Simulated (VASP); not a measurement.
Write the native input for VASP 6.6.1 that does the following.

```yaml
Task: electric field gradients
Functional: PBE
Potentials_or_basis: VASP PAW PBE potentials, release 64 (Ti_sv, N)
Cutoff: 520 eV
k_mesh: 13 × 13 × 13
Occupations: fermi-dirac, width 0.05 eV
Spin: no spin polarisation
Dipole_correction: no
Further_INCAR_settings: ALGO = Normal; EDIFF = 1e-08; NBANDS = 16
```

The structure of TiN lies in POSCAR:

```
TiN
1.0
    0.0000000000      2.0790502180      2.0790502180
    2.0790502180      0.0000000000      2.0790502180
    2.0790502180      2.0790502180      0.0000000000
Ti N
1 1
Direct
    0.0000000000      0.0000000000      0.0000000000
    0.5000000000      0.5000000000      0.5000000000
```

This cell differs from its parent crystal: volume scaled by 0.9405.

These files were run (other wordings do the same):

INCAR

```
ALGO = Normal
EDIFF = 1E-8
ENCUT = 520
GGA = PE
ISIF = 2
ISMEAR = -1
LASPH = True
LCHARG = False
LEFG = True
LREAL = False
LWAVE = False
NBANDS = 16
NELM = 100
PREC = Accurate
SIGMA = 0.05
```

KPOINTS

```
k-points
0
Gamma
  13 13 13
```

Potentials or basis: VASP PAW PBE potentials, release 64 (Ti_sv, N).

Launch:

```console
$ cat potpaw_PBE.64/Ti_sv/POTCAR potpaw_PBE.64/N/POTCAR > POTCAR
$ mpirun -np 1 vasp_std > vasp.out
```

It gave:

The pressure is 20.6 GPa.

Caveat: without QUAD_EFG the Cq values of the log hold for a quadrupole moment of 1 mb, not for the nuclei.

Wall time 34 s on 1 thread of Intel Xeon 8259CL, on a shared host, peak memory 0.15 GiB.
